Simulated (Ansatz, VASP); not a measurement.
Two plane-wave programs on TiO2

INCAR

```
SYSTEM = TiO2
PREC = Accurate
ENCUT = 520
EDIFF = 1E-6
ISMEAR = 0
SIGMA = 0.05
LREAL = Auto
LASPH = .TRUE.
NELM = 80
ALGO = Normal
ISIF = 2
LWAVE = .FALSE.
LCHARG = .FALSE.
LDIPOL = .TRUE.
IDIPOL = 3
DIPOL = 0.5 0.5 0.507
GGA = PS
NBANDS = 87
```

KPOINTS

```
Automatic mesh
0
G
  7 7 1
  0 0 0
```

The input POSCAR:

```
TiO2
1.0
    3.7706690536      0.0000000000      0.0000000000
    0.0000000000      3.7706690536      0.0000000000
    0.0000000000      0.0000000000     28.9149260276
O Ti
12 6
Direct
    0.5000000000      0.0000000000      0.2593816077
    0.0000000000      0.0000000000      0.3139357887
    0.5000000000      0.5000000000      0.3419197339
    0.5000000000      0.0000000000      0.3964739149
    0.0000000000      0.5000000000      0.4244578601
    0.5000000000      0.5000000000      0.4790120411
    0.0000000000      0.0000000000      0.5069959863
    0.0000000000      0.5000000000      0.5615501673
    0.5000000000      0.0000000000      0.5895341125
    0.0000000000      0.0000000000      0.6440882935
    0.5000000000      0.5000000000      0.6720722387
    0.5000000000      0.0000000000      0.7266264197
    0.5000000000      0.0000000000      0.3279277613
    0.5000000000      0.5000000000      0.4104658875
    0.0000000000      0.5000000000      0.4930040137
    0.0000000000      0.0000000000      0.5755421399
    0.5000000000      0.0000000000      0.6580802661
    0.5000000000      0.5000000000      0.7406183923
```

Input for Ansatz:

```yaml
crystal:
  lattice:
    - [3.7706690536, 0.0, 0.0]
    - [0.0, 3.7706690536, 0.0]
    - [0.0, 0.0, 28.9149260276]
  atoms:
    - { symbol: O, position: [0.5, 0.0, 0.2593816077] }
    - { symbol: O, position: [0.0, 0.0, 0.3139357887] }
    - { symbol: Ti, position: [0.5, 0.0, 0.3279277613] }
    - { symbol: O, position: [0.5, 0.5, 0.3419197339] }
    - { symbol: O, position: [0.5, 0.0, 0.3964739149] }
    - { symbol: Ti, position: [0.5, 0.5, 0.4104658875] }
    - { symbol: O, position: [0.0, 0.5, 0.4244578601] }
    - { symbol: O, position: [0.5, 0.5, 0.4790120411] }
    - { symbol: Ti, position: [0.0, 0.5, 0.4930040137] }
    - { symbol: O, position: [0.0, 0.0, 0.5069959863] }
    - { symbol: O, position: [0.0, 0.5, 0.5615501673] }
    - { symbol: Ti, position: [0.0, 0.0, 0.5755421399] }
    - { symbol: O, position: [0.5, 0.0, 0.5895341125] }
    - { symbol: O, position: [0.0, 0.0, 0.6440882935] }
    - { symbol: Ti, position: [0.5, 0.0, 0.6580802661] }
    - { symbol: O, position: [0.5, 0.5, 0.6720722387] }
    - { symbol: O, position: [0.5, 0.0, 0.7266264197] }
    - { symbol: Ti, position: [0.5, 0.5, 0.7406183923] }
basis:
  ecutwfc: 420
kpoints:
  mp_grid: { grid: [7, 7, 1] }
hamiltonian:
  xc: pbesol
scf:
  occupations: { method: gaussian, width: 0.05 }
output:
  forces: true
  stress: true
  eigenvalues: true
  write_density: true
  write_potential: true
  elf: true
  volumetric_format: npy
efield:
  axis: 3
  dipole_correction: true
  ramp_width: 0.04
```

Alike in both runs: task single point; functional PBEsol; k mesh 7 × 7 × 1; occupations gaussian, width 0.05 eV; no spin polarisation.

```csv
,VASP,Ansatz
version,VASP 6.6.1,Ansatz 0.2.0
potentials or method,"VASP PAW PBE potentials, release 64 (O, Ti_sv), cutoff 520 eV","scalar-relativistic, plane waves, PAW"
valence electrons in the cell,144,144
```

|  | VASP | Ansatz | Ansatz less VASP |
| --- | --- | --- | --- |
| gap on the k mesh at the Fermi level (eV) | none | none | - |
| rms of the force components (eV/Å) | 0.864 | 0.869 | +0.0051 |

VASP's potentials were made for PBE, not for PBEsol. A gap of «none» marks a metal or a gap that the smearing closes. The functional is the same, so the differences come from potentials, cutoffs and numerics. Ansatz's warnings: xc potential rough in thin density.
